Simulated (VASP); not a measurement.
# ZnSe (P4/nmm) in VASP: further runs

ZnSe is run at these levels: LDA; tasks: single point.

All numbers are computed with VASP 6.6.1; they aren't measurements. Logs are shortened: lines on timing, memory, paths and dates and some standing lists are left out, and cuts for length are marked.

## 1. The cell of the first run

The structure is tetragonal, space group P4/nmm (No. 129). The conventional cell has a = 3.855 Å, b = 3.855 Å, c = 5.087 Å, α = 90.00°, β = 90.00°, γ = 90.00°. Within 3.1 Å of Zn (site symmetry -4m2) lie 4 Se at 2.34 Å and 4 Zn at 2.73 Å. Within 3.1 Å of Se (site symmetry 4mm) lie 4 Zn at 2.34 Å.

## 2. Single point, LDA (atoms shifted along a free coordinate)

File INCAR:

```
PREC = Accurate ; ENCUT = 520
EDIFF = 1E-6 ; ISMEAR = 0
SIGMA = 0.05 ; LREAL = False
LASPH = True ; NELM = 60
ALGO = Normal ; ISIF = 2
LWAVE = False ; LCHARG = False
GGA = CA ; NBANDS = 26
```

File KPOINTS:

```
Automatic mesh
0
Gamma
  8 8 6
```

File POSCAR:

```
ZnSe
1.0
    3.8547617266      0.0000000000      0.0000000000
    0.0000000000      3.8547617266      0.0000000000
    0.0000000000      0.0000000000      5.0874920055
Zn Se
2 2
Direct
    0.0000000000      0.0000000000      0.0000000000
    0.5000000000      0.5000000000      0.0000000000
    0.0000000000      0.5000000000      0.2608314992
    0.5000000000      0.0000000000      0.7391685008
```

Potentials or basis: VASP PAW LDA potentials, release 64 (Zn, Se).

Started as:

```console
$ cat potpaw_LDA.64/Zn/POTCAR potpaw_LDA.64/Se/POTCAR > POTCAR
$ mpirun -np 1 vasp_std > vasp.out
```

OUTCAR:

```text
PREC = Accurate
   ENCUT = 520
   EDIFF = 1E-6
   ISMEAR = 0
   LREAL = False
   LASPH = True
   NELM = 60
   ISIF = 2
   GGA = CA

 ion  position               nearest neighbor table
   1  0.000  0.000  0.000-   3 2.34   4 2.34   3 2.34   4 2.34   2 2.73   2 2.73   2 2.73   2 2.73

   2  0.500  0.500  0.000-   3 2.34   4 2.34   4 2.34   3 2.34   1 2.73   1 2.73   1 2.73   1 2.73

   3  0.000  0.500  0.261-   1 2.34   2 2.34   1 2.34   2 2.34
   4  0.500  0.000  0.739-   1 2.34   2 2.34   2 2.34   1 2.34

  LATTYP: Found a simple tetragonal cell.
 ALAT       =     3.8547617266
 C/A-ratio  =     1.3197941575

  Lattice vectors:

 A1 = (   3.8547617266,   0.0000000000,   0.0000000000)
 A2 = (   0.0000000000,   3.8547617266,   0.0000000000)
 A3 = (   0.0000000000,   0.0000000000,   5.0874920055)

Analysis of symmetry for initial positions (statically):
=====================================================================
 Subroutine PRICEL returns:
 Original cell was already a primitive cell.

 Routine SETGRP: Setting up the symmetry group for a
 simple tetragonal supercell.

 Subroutine GETGRP returns: Found 16 space group operations
 (whereof  8 operations were pure point group operations)
 out of a pool of 16 trial point group operations.

The static configuration has the point symmetry D_2d.
 The point group associated with its full space group is D_4h.

Analysis of symmetry for dynamics (positions and initial velocities):
=====================================================================
 Subroutine PRICEL returns:
 Original cell was already a primitive cell.

 Routine SETGRP: Setting up the symmetry group for a
 simple tetragonal supercell.

 Subroutine GETGRP returns: Found 16 space group operations
 (whereof  8 operations were pure point group operations)
 out of a pool of 16 trial point group operations.

The dynamic configuration has the point symmetry D_2d.
 The point group associated with its full space group is D_4h.

 Subroutine INISYM returns: Found 16 space group operations
 (whereof  8 operations are pure point group operations),
 and found     1 'primitive' translations

----------------------------------------------------------------------------------------

                                     Primitive cell

  volume of cell :      75.5960

  direct lattice vectors                    reciprocal lattice vectors
     3.854761727  0.000000000  0.000000000     0.259419407  0.000000000  0.000000000
     0.000000000  3.854761727  0.000000000     0.000000000  0.259419407  0.000000000
     0.000000000  0.000000000  5.087492005     0.000000000  0.000000000  0.196560505

  length of vectors
     3.854761727  3.854761727  5.087492005     0.259419407  0.259419407  0.196560505

  position of ions in fractional coordinates (direct lattice)
     0.000000000  0.000000000  0.000000000
     0.500000000  0.500000000  0.000000000
     0.000000000  0.500000000  0.260831499
     0.500000000  0.000000000  0.739168501

  ion indices of the primitive-cell ions
   primitive index   ion index
                 1           1
                 2           2
                 3           3
                 4           4

----------------------------------------------------------------------------------------

 KPOINTS: Automatic mesh

Automatic generation of k-mesh.
 Grid dimensions read from file:
 generate k-points for:    8    8    6

 Generating k-lattice:

  Cartesian coordinates                     Fractional coordinates (reciprocal lattice)
     0.032427426  0.000000000  0.000000000     0.125000000  0.000000000  0.000000000
     0.000000000  0.032427426  0.000000000     0.000000000  0.125000000  0.000000000
     0.000000000  0.000000000  0.032760084     0.000000000  0.000000000  0.166666667

  Length of vectors
     0.032427426  0.032427426  0.032760084

  Shift w.r.t. Gamma in fractional coordinates (k-lattice)
     0.000000000  0.000000000  0.000000000

 Subroutine IBZKPT returns following result:
 ===========================================

 Found     60 irreducible k-points:

 Following reciprocal coordinates:
            Coordinates               Weight
  0.000000  0.000000  0.000000      1.000000
  0.125000  0.000000  0.000000      4.000000
  0.250000  0.000000  0.000000      4.000000
  0.375000  0.000000  0.000000      4.000000
  0.500000  0.000000  0.000000      2.000000
  0.125000  0.125000  0.000000      4.000000
[... 16 lines left out ...]
  0.375000  0.125000  0.166667     16.000000
  0.500000  0.125000  0.166667      8.000000
 [... further k-points ...]
   k-points           NKPTS =     60   k-points in BZ     NKDIM =     60   number of bands    NBANDS=     26
   number of dos      NEDOS =    301   number of ions     NIONS =      4
   total plane-waves  NPLWV =  36000
   dimension x,y,z NGX =    30 NGY =   30 NGZ =   40
   dimension x,y,z NGXF=    60 NGYF=   60 NGZF=   80
   ions per type =               2   2
   NGX,Y,Z   is equivalent  to a cutoff of  12.94, 12.94, 13.07 a.u.
   NGXF,Y,Z  is equivalent  to a cutoff of  25.88, 25.88, 26.14 a.u.
 SYSTEM =  unknown system
   PREC   = accura    normal or accurate (medium, high low for compatibility)
   ISTART =      0    job   : 0-new  1-cont  2-samecut
   ICHARG =      2    charge: 1-file 2-atom 10-const
   ISPIN  =      1    spin polarized calculation?
   LNONCOLLINEAR =      F non collinear calculations
   LSORBIT =      F    spin-orbit coupling
   LASPH  =      T    aspherical Exc in radial PAW
   ENCUT  =  520.0 eV  38.22 Ry    6.18 a.u.   7.17  7.17  9.46*2*pi/ulx,y,z
   NELM   =     60;   NELMIN=  2; NELMDL= -5     # of ELM steps
   EDIFF  = 0.1E-05   stopping-criterion for ELM
   LREAL  =      F    real-space projection
   EDIFFG = 0.1E-04   stopping-criterion for IOM
   NSW    =      0    number of steps for IOM
   IBRION =     -1    ionic relax: 0-MD 1-quasi-New 2-CG
   NFREE  =      0    steps in history (QN), initial steepest desc. (CG)
   ISIF   =      2    stress and relaxation
   ISYM   =      2    0-nonsym 1-usesym 2-fastsym
   POTIM  = 0.5000    time-step for ionic-motion
   TEBEG  =    0.0;   TEEND  =   0.0 temperature during run
   PSTRESS=    0.0 pullay stress
   NELECT =      36.0000    total number of electrons
   NUPDOWN=      -1.0000    fix difference up-down
   EMIN   =  10.00;   EMAX   =-10.00  energy-range for DOS
   EFERMI =   0.00;   METHOD = LEGACY
   ISMEAR =     0;   SIGMA  =   0.05  broadening in eV -4-tet -1-fermi 0-gaus
   EFERMI_NEDOS =   21; number of points for ismear=-14 and -15
   IALGO  =     38    algorithm
   IMIX   =      4    mixing-type and parameters
     AMIX     =   0.40;   BMIX     =  1.00
     AMIX_MAG =   1.60;   BMIX_MAG =  1.00
  volume/ion in A,a.u.               =      18.90       127.54
  Fermi-wavevector in a.u.,A,eV,Ry     =   1.278427  2.415877 22.237043  1.634377
  Thomas-Fermi vector in A             =   2.410971
   LORBIT       =      0    0 simple, 1 ext, 2 COOP (PROOUT), +10 PAW based schemes
   GGA     = CA    functional components
   LHFCALC =     F    Hartree Fock is set to
   AEXX    =    0.0000 exact exchange contribution
   IVDW    =     0    specifies the selected vdW correction
   LEPSILON=     F    determine dielectric tensor
   LRPA    =     F    only Hartree local field effects (RPA)
 non-spin polarized calculation
 Gauss-broadening in eV      SIGMA  =   0.05
  energy-cutoff  :      520.00
  volume of cell :       75.60
 maximum number of plane-waves:      2068
 NGX is ok and might be reduce to    30
   NGX = 15   NGY = 15   NGZ = 19

 number of electron      35.9999969 magnetization

 Free energy of the ion-electron system (eV)
  ---------------------------------------------------
  ext. energy  EPLUGINS =         0.00000000
  ---------------------------------------------------
  free energy    TOTEN  =       -13.42990994 eV

  energy without entropy =      -13.42990994  energy(sigma->0) =      -13.42990994

 E-fermi :   3.7079     XC(G=0): -10.5245

 val. band max:        3.4391249246   @ k =   0.0000   0.0000   0.0000
 cond. band min:       4.7658153164   @ k =   0.0000   0.0000   0.0000
 fundamental gap:      1.3266903918
 Fermi energy:         3.7079153556

 k-point     1 :       0.0000    0.0000    0.0000
  band No.  band energies     occupation
      1     -11.5760      2.00000
      2      -9.8030      2.00000
      3      -4.7900      2.00000
      4      -4.7252      2.00000
      5      -4.6483      2.00000
      6      -4.6483      2.00000
[... 18 lines left out ...]
     25      14.1429      0.00000
     26      14.1643      0.00000

 k-point     2 :       0.1250    0.0000    0.0000
  band No.  band energies     occupation
      1     -11.4779      2.00000
      2      -9.8150      2.00000
      3      -4.7387      2.00000
      4      -4.7292      2.00000
      5      -4.6382      2.00000
      6      -4.5914      2.00000
[... 18 lines left out ...]
     25      12.5208      0.00000
     26      13.1461      0.00000

 k-point     3 :       0.2500    0.0000    0.0000
  band No.  band energies     occupation
      1     -11.2013      2.00000
      2      -9.8789      2.00000
      3      -4.6960      2.00000
      4      -4.6337      2.00000
      5      -4.5617      2.00000
      6      -4.4702      2.00000
[... 18 lines left out ...]
     25      11.2652      0.00000
     26      12.5218      0.00000

 k-point     4 :       0.3750    0.0000    0.0000
  band No.  band energies     occupation
      1     -10.8041      2.00000
      2     -10.0581      2.00000
      3      -4.6072      2.00000
      4      -4.5142      2.00000
      5      -4.3848      2.00000
      6      -4.3686      2.00000
[... 18 lines left out ...]
     25      11.1920      0.00000
     26      11.8636      0.00000
[... 496 lines left out ...]
      1     -11.0542      2.00000
      2      -9.9324      2.00000
      3      -4.8277      2.00000
      4      -4.5429      2.00000
      5      -4.5004      2.00000
      6      -4.4385      2.00000
[... 18 lines left out ...]
     25      10.4650      0.00000
     26      13.0589      0.00000

 k-point    23 :       0.3750    0.1250    0.1667
  band No.  band energies     occupation
      1     -10.6861      2.00000
      2     -10.0511      2.00000
      3      -4.7745      2.00000
      4      -4.4287      2.00000
      5      -4.3916      2.00000
      6      -4.3532      2.00000
[... 18 lines left out ...]
     25      11.6549      0.00000
     26      12.5847      0.00000

 k-point    24 :       0.5000    0.1250    0.1667
  band No.  band energies     occupation
      1     -10.3153      2.00000
      2     -10.3153      2.00000
      3      -4.6138      2.00000
      4      -4.6138      2.00000
      5      -4.2999      2.00000
      6      -4.2999      2.00000
[... 18 lines left out ...]
     25      12.3502      0.00000
     26      12.3502      0.00000

 [... further k-points ...]

------------------------ aborting loop because EDIFF is reached ----------------------------------------

  FORCE on cell =-STRESS in cart. coord.  units (eV):
  Direction    XX          YY          ZZ          XY          YZ          ZX
  --------------------------------------------------------------------------------------
  -------------------------------------------------------------------------------------
  Total        7.4048676      7.4048676      7.2700011      0.0000000      0.0000000      0.0000000
  in kB      156.9383426    156.9383426    154.0799909      0.0000000      0.0000000      0.0000000
  external PRESSURE =     155.9855587 kB  Pullay stress =       0.0000000 kB

 VOLUME and BASIS-vectors are now :
 -----------------------------------------------------------------------------
  energy-cutoff  :      520.00
  volume of cell :       75.60
      direct lattice vectors                 reciprocal lattice vectors
     3.854761727  0.000000000  0.000000000     0.259419407  0.000000000  0.000000000
     0.000000000  3.854761727  0.000000000     0.000000000  0.259419407  0.000000000
     0.000000000  0.000000000  5.087492005     0.000000000  0.000000000  0.196560505

 POSITION                                       TOTAL-FORCE (eV/Angst)
 -----------------------------------------------------------------------------------
      0.00000      0.00000      0.00000        -0.000000     -0.000000     -0.000000
      1.92738      1.92738      0.00000        -0.000000      0.000000     -0.000000
      0.00000      1.92738      1.32698        -0.000000      0.000000      2.670366
      1.92738      0.00000      3.76051         0.000000      0.000000     -2.670366
 -----------------------------------------------------------------------------------
    total drift:                                0.000000      0.000000     -0.000000

  FREE ENERGIE OF THE ION-ELECTRON SYSTEM (eV)
  ---------------------------------------------------
  free  energy   TOTEN  =       -13.4299099400 eV

  energy  without entropy=      -13.4299099400  energy(sigma->0) =      -13.42990994
```

Run time: 46 s. Hardware: 1 thread of AMD EPYC 9R45 (Zen 5), shared host; peak memory 0.19 GiB.

What came out:

| Quantity | Value |
| --- | --- |
| Free energy | -13.4299 eV |
| Pressure | 15.6 GPa |
| Largest force | 2.670 eV/Å |
| Band gap on the k mesh | 1.33 eV |

Forces in eV/Å, atoms in the order of the input:
```
Zn   0.000  0.000  0.000
Zn   0.000  0.000  0.000
Se   0.000  0.000  2.670
Se   0.000  0.000 -2.670
```

Caveat: the cell differs from its parent crystal (atoms shifted along a free coordinate); the cell stands under pressure; forces of over 1 eV/Å act on the atoms, so gaps and moduli don't describe the material at rest. A k mesh can miss the band edges.

(Continued in part 2 of 2.)
